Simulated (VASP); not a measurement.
Runs of VASP 6.6.1 on WSe2. The structure is that of space group P-6m2 (No. 187), or close to it. The cells are those of the table. 

```tsv
cell	gap on the mesh (eV)	largest force (eV/Å)
a = 3.318, b = 3.449, c = 16.658 Å, angles 90.0, 90.0, 118.7°, 3 atoms	1.28	0.65
a = 3.318, b = 3.393, c = 16.658 Å, angles 90.0, 90.0, 119.3°, 3 atoms	1.37	0.44
a = 3.318, b = 3.431, c = 16.658 Å, angles 90.0, 90.0, 118.9°, 3 atoms	(a)	0.58
a = 3.318, b = 3.355, c = 16.658 Å, angles 90.0, 90.0, 119.6°, 3 atoms	(c)	(b)
```

Alike in all rows: task single point; level PBEsol+D3(BJ); potentials or basis VASP PAW PBE potentials, release 64 (W_sv, Se); no spin polarisation; k mesh 12 × 12 × 2; cutoff (eV) 520; smearing gaussian 0.05 eV.

Fill in the values left out.

(a) 1.31; (b) 0.29; (c) 1.44.

Caveats: the PAW data sets were made with another functional, which shifts forces and pressure a little; spin-orbit coupling is left out, which moves the levels of the heavy elements.

A k mesh can miss the band edges, and the runs leave out spin-orbit coupling on Se, W.
